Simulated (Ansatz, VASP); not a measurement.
**One calculation of NaF, two programs**

```
Na F
1.0
     0.00000    2.32778    2.32778
     2.32778    0.00000    2.32778
     2.32778    2.32778    0.00000
Na F
1 1
Direct
  0.00000 0.00000 0.00000
  0.50000 0.50000 0.50000
```

Alike in both runs: task relaxation of the atoms; functional r2SCAN; k mesh 10 × 10 × 10; occupations fermi-dirac, width 0.02 eV; no spin polarisation.

|  | VASP | Ansatz |
| --- | --- | --- |
| version | VASP 6.6.1 | Ansatz 0.2.0 |
| potentials or method | VASP PAW PBE potentials, release 64 (Na_pv, F), cutoff 520 eV | PAW plane waves |
| valence electrons in the cell | 14 | 16 |

Ansatz gave:

* gap on the k mesh at the Fermi level, each at its own relaxed structure (eV): 7.06

Question: Which values does VASP return?

Answer: gap on the k mesh at the Fermi level, each at its own relaxed structure (eV): 7.09.

VASP's potentials were made for PBE, not for r2SCAN. VASP's potentials hold 14 valence electrons a cell and Ansatz's 16, so a difference there can come from the potentials and not from the codes. Ansatz's warnings: stress scf threshold loose.

Noted on VASP's run: the relaxation stopped at its first step, so nothing moved.
